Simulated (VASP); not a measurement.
Crystal: Hf.

```
Hf
1.0
     3.18015    0.00000    0.00000
    -1.59007    2.75409    0.00000
     0.00000    0.00000    5.15184
Hf
2
Direct
  0.33333 0.66667 0.25000
  0.66667 0.33333 0.75000
```

```yaml
Program: VASP 6.6.1
Task: relaxation of cell and atoms
Functional: PBE
Potentials_or_basis: VASP PAW PBE potentials, release 64 (Hf_pv)
Cutoff: 600 eV
k_mesh: 16 × 16 × 9
Occupations: fermi-dirac, width 0.1 eV
Spin: no spin polarisation
```

At the start: pressure -0.5 GPa; volume 22.56 Å³/atom.

Question: How do energy, volume and symmetry change on relaxing?

Answer: Over 5 steps the energy falls by 3.4 meV/atom and the volume is 22.46 Å³/atom (-0.5 %); space group P6_3/mmc (No. 194, to 0.1 Å) before and after.

Step by step:
```csv
step,energy change (eV),largest force (eV/Å),pressure (GPa),volume (Å³)
1,0.0000,0.0000,-0.53,45.12
2,-0.0060,0.0000,0.69,44.63
3,-0.0060,0.0000,0.64,44.65
4,-0.0063,0.0000,-0.47,45.12
5,-0.0068,0.0000,0.00,44.91
```

Final structure:
```
CELL_PARAMETERS angstrom
3.20021 0.00000 0.00000
-1.60010 2.77146 0.00000
0.00000 0.00000 5.06388
ATOMIC_POSITIONS crystal
Hf 0.33333 0.66667 0.25000
Hf 0.66667 0.33333 0.75000
```
